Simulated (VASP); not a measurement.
# AlN (wurtzite type) (P6_3/mmc) in VASP: notebook

The runs below take AlN (wurtzite type) through single point, with PBE.

Program: VASP 6.6.1. These are calculated values, not measurements. Logs are shortened: lines on timing, memory, paths and dates and some standing lists are left out, and cuts for length are marked.

**1. The cell of the first run**

Symmetry: P6_3/mmc, No. 194, hexagonal system. Conventional cell: a = 2.803 Å, b = 2.803 Å, c = 3.442 Å, α = 90.00°, β = 90.00°, γ = 120.00°. Within 2.2 Å of Al (site symmetry -6m2) lie 5 N at 1.62 to 1.72 Å. Within 2.2 Å of N (site symmetry -6m2) lie 5 Al at 1.62 to 1.72 Å.

**2. Single point, PBE**

Input file INCAR:

```
PREC = Accurate
ENCUT = 520
EDIFF = 1E-6
ISMEAR = -1
SIGMA = 0.05
LREAL = False
LASPH = True
NELM = 100
ALGO = Normal
ISIF = 2
LWAVE = False
LCHARG = False
GGA = PE
NBANDS = 16
```

Input file KPOINTS:

```
Automatic mesh
0
Gamma
  13 13 7
```

Input file POSCAR:

```
AlN
1.0
    2.8030977793      0.0000000000      0.0000000000
   -1.4015488897      2.4275538862      0.0000000000
    0.0000000000      0.0000000000      3.4415996048
Al N
2 2
Direct
    0.3333333333      0.6666666667     -0.0620002097
    0.6666666667      0.3333333333      0.4379997903
    0.3333333333      0.6666666667      0.4380002097
    0.6666666667      0.3333333333      0.9380002097
```

Potentials or basis: VASP PAW PBE potentials, release 64 (Al, N).

Started as:

```console
> cat potpaw_PBE.64/Al/POTCAR potpaw_PBE.64/N/POTCAR > POTCAR
> mpirun -np 1 vasp_std > vasp.out
```

OUTCAR:

```text
PREC = Accurate
   ENCUT = 520
   EDIFF = 1E-6
   ISMEAR = -1
   LREAL = False
   LASPH = True
   NELM = 100
   ISIF = 2
   GGA = PE

 ion  position               nearest neighbor table
   1  0.333  0.667  0.938-   4 1.62   4 1.62   4 1.62   3 1.72   3 1.72   2 2.36   2 2.36   2 2.36
                             2 2.36   2 2.36   2 2.36
   2  0.667  0.333  0.438-   3 1.62   3 1.62   3 1.62   4 1.72   4 1.72   1 2.36   1 2.36   1 2.36
                             1 2.36   1 2.36   1 2.36
   3  0.333  0.667  0.438-   2 1.62   2 1.62   2 1.62   1 1.72   1 1.72
   4  0.667  0.333  0.938-   1 1.62   1 1.62   1 1.62   2 1.72   2 1.72

  LATTYP: Found a hexagonal cell.
 ALAT       =     2.8030977793
 C/A-ratio  =     1.2277843571

  Lattice vectors:

 A1 = (   2.8030977793,   0.0000000000,   0.0000000000)
 A2 = (  -1.4015488897,   2.4275538862,   0.0000000000)
 A3 = (   0.0000000000,   0.0000000000,   3.4415996048)

Analysis of symmetry for initial positions (statically):
=====================================================================
 Subroutine PRICEL returns:
 Original cell was already a primitive cell.

 Routine SETGRP: Setting up the symmetry group for a
 hexagonal supercell.

 Subroutine GETGRP returns: Found 24 space group operations
 (whereof  6 operations were pure point group operations)
 out of a pool of 24 trial point group operations.

The static configuration has the point symmetry C_3v.
 The point group associated with its full space group is D_6h.

Analysis of symmetry for dynamics (positions and initial velocities):
=====================================================================
 Subroutine PRICEL returns:
 Original cell was already a primitive cell.

 Routine SETGRP: Setting up the symmetry group for a
 hexagonal supercell.

 Subroutine GETGRP returns: Found 24 space group operations
 (whereof  6 operations were pure point group operations)
 out of a pool of 24 trial point group operations.

The dynamic configuration has the point symmetry C_3v.
 The point group associated with its full space group is D_6h.

 Subroutine INISYM returns: Found 24 space group operations
 (whereof  6 operations are pure point group operations),
 and found     1 'primitive' translations

----------------------------------------------------------------------------------------

                                     Primitive cell

  volume of cell :      23.4190

  direct lattice vectors                    reciprocal lattice vectors
     2.803097779  0.000000000  0.000000000     0.356748169  0.205968651  0.000000000
    -1.401548890  2.427553886  0.000000000     0.000000000  0.411937303  0.000000000
     0.000000000  0.000000000  3.441599605     0.000000000  0.000000000  0.290562562

  length of vectors
     2.803097779  2.803097779  3.441599605     0.411937303  0.411937303  0.290562562

  position of ions in fractional coordinates (direct lattice)
     0.333333333  0.666666667  0.937999790
     0.666666667  0.333333333  0.437999790
     0.333333333  0.666666667  0.438000210
     0.666666667  0.333333333  0.938000210

  ion indices of the primitive-cell ions
   primitive index   ion index
                 1           1
                 2           2
                 3           3
                 4           4

----------------------------------------------------------------------------------------

 KPOINTS: Automatic mesh

Automatic generation of k-mesh.
 Grid dimensions read from file:
 generate k-points for:   13   13    7

 Generating k-lattice:

  Cartesian coordinates                     Fractional coordinates (reciprocal lattice)
     0.027442167  0.015843742  0.000000000     0.076923077 -0.000000000  0.000000000
     0.000000000  0.031687485  0.000000000     0.000000000  0.076923077  0.000000000
     0.000000000  0.000000000  0.041508937     0.000000000  0.000000000  0.142857143

  Length of vectors
     0.031687485  0.031687485  0.041508937

  Shift w.r.t. Gamma in fractional coordinates (k-lattice)
     0.000000000  0.000000000  0.000000000

 Subroutine IBZKPT returns following result:
 ===========================================

 Found     84 irreducible k-points:

 Following reciprocal coordinates:
            Coordinates               Weight
  0.000000  0.000000  0.000000      1.000000
  0.076923  0.000000  0.000000      6.000000
  0.153846 -0.000000  0.000000      6.000000
  0.230769 -0.000000  0.000000      6.000000
  0.307692 -0.000000  0.000000      6.000000
  0.384615 -0.000000  0.000000      6.000000
[... 16 lines left out ...]
  0.076923  0.000000  0.142857     12.000000
  0.153846 -0.000000  0.142857     12.000000
 [... further k-points ...]
   k-points           NKPTS =     84   k-points in BZ     NKDIM =     84   number of bands    NBANDS=     16
   number of dos      NEDOS =    301   number of ions     NIONS =      4
   total plane-waves  NPLWV =  16128
   dimension x,y,z NGX =    24 NGY =   24 NGZ =   28
   dimension x,y,z NGXF=    48 NGYF=   48 NGZF=   56
   ions per type =               2   2
   NGX,Y,Z   is equivalent  to a cutoff of  14.23, 14.23, 13.53 a.u.
   NGXF,Y,Z  is equivalent  to a cutoff of  28.47, 28.47, 27.05 a.u.
 SYSTEM =  unknown system
   PREC   = accura    normal or accurate (medium, high low for compatibility)
   ISTART =      0    job   : 0-new  1-cont  2-samecut
   ICHARG =      2    charge: 1-file 2-atom 10-const
   ISPIN  =      1    spin polarized calculation?
   LNONCOLLINEAR =      F non collinear calculations
   LSORBIT =      F    spin-orbit coupling
   LASPH  =      T    aspherical Exc in radial PAW
   ENCUT  =  520.0 eV  38.22 Ry    6.18 a.u.   5.21  5.21  6.40*2*pi/ulx,y,z
   NELM   =    100;   NELMIN=  2; NELMDL= -5     # of ELM steps
   EDIFF  = 0.1E-05   stopping-criterion for ELM
   LREAL  =      F    real-space projection
   EDIFFG = 0.1E-04   stopping-criterion for IOM
   NSW    =      0    number of steps for IOM
   IBRION =     -1    ionic relax: 0-MD 1-quasi-New 2-CG
   NFREE  =      0    steps in history (QN), initial steepest desc. (CG)
   ISIF   =      2    stress and relaxation
   ISYM   =      2    0-nonsym 1-usesym 2-fastsym
   POTIM  = 0.5000    time-step for ionic-motion
   TEBEG  =    0.0;   TEEND  =   0.0 temperature during run
   PSTRESS=    0.0 pullay stress
   NELECT =      16.0000    total number of electrons
   NUPDOWN=      -1.0000    fix difference up-down
   EMIN   =  10.00;   EMAX   =-10.00  energy-range for DOS
   EFERMI =   0.00;   METHOD = LEGACY
   ISMEAR =    -1;   SIGMA  =   0.05  broadening in eV -4-tet -1-fermi 0-gaus
   EFERMI_NEDOS =   21; number of points for ismear=-14 and -15
   IALGO  =     38    algorithm
   IMIX   =      4    mixing-type and parameters
     AMIX     =   0.40;   BMIX     =  1.00
     AMIX_MAG =   1.60;   BMIX_MAG =  1.00
  volume/ion in A,a.u.               =       5.85        39.51
  Fermi-wavevector in a.u.,A,eV,Ry     =   1.441869  2.724736 28.286307  2.078985
  Thomas-Fermi vector in A             =   2.560453
   LORBIT       =      0    0 simple, 1 ext, 2 COOP (PROOUT), +10 PAW based schemes
   GGA     = PE    functional components
   LHFCALC =     F    Hartree Fock is set to
   AEXX    =    0.0000 exact exchange contribution
   IVDW    =     0    specifies the selected vdW correction
   LEPSILON=     F    determine dielectric tensor
   LRPA    =     F    only Hartree local field effects (RPA)
 non-spin polarized calculation
  energy-cutoff  :      520.00
  volume of cell :       23.42
 maximum number of plane-waves:       645
 NGX is ok and might be reduce to    24
   NGX = 11   NGY = 11   NGZ = 13

 number of electron      16.0000000 magnetization

 Free energy of the ion-electron system (eV)
  ---------------------------------------------------
  ext. energy  EPLUGINS =         0.00000000
  ---------------------------------------------------
  free energy    TOTEN  =       -19.24395072 eV

  energy without entropy =      -19.24395072  energy(sigma->0) =      -19.24395072

 E-fermi :  16.3566     XC(G=0): -13.7355

 val. band max:       15.4254339235   @ k =   0.0000   0.0000   0.0000
 cond. band min:      19.5822094207   @ k =   0.3077   0.3077   0.0000
 fundamental gap:      4.1567754972
 Fermi energy:        16.3566218810

 k-point     1 :       0.0000    0.0000    0.0000
  band No.  band energies     occupation
      1      -6.3424      2.00000
      2       0.5944      2.00000
      3       4.9593      2.00000
      4      10.1994      2.00000
      5      10.1994      2.00000
      6      12.4346      2.00000
[... 8 lines left out ...]
     15      31.8990      0.00000
     16      31.8991      0.00000

 k-point     2 :       0.0769    0.0000    0.0000
  band No.  band energies     occupation
      1      -6.2307      2.00000
      2       0.5941      2.00000
      3       5.0593      2.00000
      4       9.8924      2.00000
      5      10.0387      2.00000
      6      12.2243      2.00000
[... 8 lines left out ...]
     15      31.2913      0.00000
     16      31.6494      0.00000

 k-point     3 :       0.1538   -0.0000    0.0000
  band No.  band energies     occupation
      1      -5.8999      2.00000
      2       0.5680      2.00000
      3       5.3568      2.00000
      4       9.0888      2.00000
      5       9.6747      2.00000
      6      11.7400      2.00000
[... 8 lines left out ...]
     15      31.0727      0.00000
     16      31.3658      0.00000

 k-point     4 :       0.2308   -0.0000    0.0000
  band No.  band energies     occupation
      1      -5.3659      2.00000
      2       0.4442      2.00000
      3       5.8423      2.00000
      4       8.0868      2.00000
      5       9.2730      2.00000
      6      11.1963      2.00000
[... 8 lines left out ...]
     15      30.5325      0.00000
     16      32.3301      0.00000
[... 324 lines left out ...]
 k-point    22 :       0.0000    0.0000    0.1429
  band No.  band energies     occupation
      1      -6.1344      2.00000
      2      -0.2014      2.00000
      3       5.8374      2.00000
      4      10.2935      2.00000
      5      10.2935      2.00000
      6      12.3075      2.00000
[... 8 lines left out ...]
     15      30.3959      0.00000
     16      30.3959      0.00000

 k-point    23 :       0.0769    0.0000    0.1429
  band No.  band energies     occupation
      1      -6.0234      2.00000
      2      -0.1662      2.00000
      3       5.8679      2.00000
      4      10.0282      2.00000
      5      10.1414      2.00000
      6      12.0467      2.00000
[... 8 lines left out ...]
     15      30.4702      0.00000
     16      31.0177      0.00000

 k-point    24 :       0.1538   -0.0000    0.1429
  band No.  band energies     occupation
      1      -5.6955      2.00000
      2      -0.0844      2.00000
      3       5.9325      2.00000
      4       9.3522      2.00000
      5       9.7946      2.00000
      6      11.4490      2.00000
[... 8 lines left out ...]
     15      30.4425      0.00000
     16      31.9267      0.00000

 [... further k-points ...]
[... 5 lines left out ...]
  --------------------------------------------------------------------------------------
  -------------------------------------------------------------------------------------
  Total       44.3607515     44.3607515     44.4143662     -0.0000000      0.0000000      0.0000000
  in kB     3034.8833855   3034.8833855   3038.5513653     -0.0000001      0.0000000      0.0000000
  external PRESSURE =    3036.1060454 kB  Pullay stress =       0.0000000 kB

 VOLUME and BASIS-vectors are now :
 -----------------------------------------------------------------------------
  energy-cutoff  :      520.00
  volume of cell :       23.42
      direct lattice vectors                 reciprocal lattice vectors
     2.803097779  0.000000000  0.000000000     0.356748169  0.205968651  0.000000000
    -1.401548890  2.427553886  0.000000000     0.000000000  0.411937303  0.000000000
     0.000000000  0.000000000  3.441599605     0.000000000  0.000000000  0.290562562

 POSITION                                       TOTAL-FORCE (eV/Angst)
 -----------------------------------------------------------------------------------
     -0.00000      1.61837      3.22822         0.000000      0.000000      0.000000
      1.40155      0.80918      1.50742        -0.000000     -0.000000     -0.000000
     -0.00000      1.61837      1.50742        -0.000000     -0.000000      0.000000
      1.40155      0.80918      3.22822        -0.000000      0.000000     -0.000000
 -----------------------------------------------------------------------------------
    total drift:                               -0.000000      0.000000     -0.002026

  FREE ENERGIE OF THE ION-ELECTRON SYSTEM (eV)
  ---------------------------------------------------
  free  energy   TOTEN  =       -19.2439507178 eV

  energy  without entropy=      -19.2439507178  energy(sigma->0) =      -19.24395072
```

It took 19 s on 1 thread of Intel Xeon 6975P-C, shared host; peak memory 0.15 GiB.

What came out:

* Free energy: -19.2440 eV
* Pressure: 303.6 GPa
* Band gap on the k mesh: 4.16 eV, indirect (least direct gap 6.63 eV)

**3. Single point, PBE (volume scaled by 0.55, partial waves polarizable)**

Input file INCAR:

```
PREC = Accurate
ENCUT = 520
EDIFF = 1E-7
ISMEAR = -1
SIGMA = 0.05
LREAL = F
LASPH = T
NELM = 60
ALGO = Normal
ISIF = 2
LWAVE = F
LCHARG = F
GGA = PE
NBANDS = 16
```

Input file KPOINTS:

```
regular mesh
0
Gamma
  13 13 7
```

POSCAR: that of step 2 with these lines changed.

```diff
@@ -3,3 +3,3 @@
     2.8030977793      0.0000000000      0.0000000000
-   -1.4015488897      2.4275538862      0.0000000000
+   -1.4015488896      2.4275538862      0.0000000000
     0.0000000000      0.0000000000      3.4415996048
```

Potentials or basis: VASP PAW PBE potentials, release 64 (Al, N).

Started as:

```console
> cat potpaw_PBE.64/Al/POTCAR potpaw_PBE.64/N/POTCAR > POTCAR
> mpirun -np 1 vasp_std > vasp.out
```

Run time: 19 s. Hardware: 1 thread of Intel Xeon 6975P-C, shared host; peak memory 0.15 GiB.

It converged, with:

| Item | Value |
| --- | --- |
| Free energy | -19.2440 eV |
| Pressure | 303.6 GPa |
| Band gap on the k mesh | 4.16 eV, indirect (least direct gap 6.63 eV) |

Stress tensor (GPa, compression positive):
```
303.49   0.00   0.00
  0.00 303.49   0.00
  0.00   0.00 303.86
```

Levels at points of the mesh, in eV from the valence-band top:
```
           k point  band 4  band 5  band 6  band 7  band 8  band 9  band 10  band 11  band 12  band 13
(0.00, 0.00, 0.00)   -5.23   -5.23   -2.99   -2.99    0.00    6.63     9.33    11.62    11.62    13.44
```

 A k mesh can miss the band edges.

(Continued in part 2 of 2.)
